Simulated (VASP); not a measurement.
Wanted: the native input for a VASP 6.6.1 run.

```
Task                   : single point
Functional             : PBE
Potentials or basis    : VASP PAW PBE potentials, release 64 (Al, N)
Cutoff                 : 520 eV
k mesh                 : 12 × 12 × 6
Occupations            : gaussian, width 0.05 eV
Spin                   : no spin polarisation
Dipole correction      : no
Further INCAR settings : ALGO = Normal; EDIFF = 1e-06; NBANDS = 16
```

The structure of AlN lies in POSCAR:

```
AlN
1.0
    3.1110021516      0.0000000000      0.0000000000
   -1.5555010758      2.6942068945      0.0000000000
    0.0000000000      0.0000000000      4.8286600000
Al N
2 2
Direct
    0.3333333333      0.6666666667      0.0000000000
    0.6666666667      0.3333333333      0.5000000000
    0.3333333333      0.6666666667      0.3850000000
    0.6666666667      0.3333333333      0.8850000000
```

This cell differs from its parent crystal: strain +0.000 along x and y, -0.030 along z.

One way to write it, as run:

INCAR

```
SYSTEM = AlN
  ALGO = Normal
  EDIFF = 1E-6
  ENCUT = 520
  GGA = PE
  ISIF = 2
  ISMEAR = 0
  LASPH = .TRUE.
  LCHARG = .FALSE.
  LREAL = .FALSE.
  LWAVE = .FALSE.
  NBANDS = 16
  NELM = 100
  PREC = Accurate
  SIGMA = 0.05
```

KPOINTS

```
k-points
0
G
  12 12 6
  0 0 0
```

Potentials or basis: VASP PAW PBE potentials, release 64 (Al, N).

Run with:

```sh
$ cat potpaw_PBE.64/Al/POTCAR potpaw_PBE.64/N/POTCAR > POTCAR
$ mpirun -np 1 vasp_std > vasp.out
```

It gave:

```yaml
Pressure: 10.3 GPa
Largest_force: 0.268 eV/Å
Band_gap_on_the_k_mesh: 4.35 eV, direct
```

Caveat: the cell differs from its parent crystal (strain +0.000 along x and y, -0.030 along z).

Run time: 20 s on 1 thread of Intel(R) Xeon(R) 6975P-C (Granite Rapids), on a shared host, peak memory 0.17 GiB.
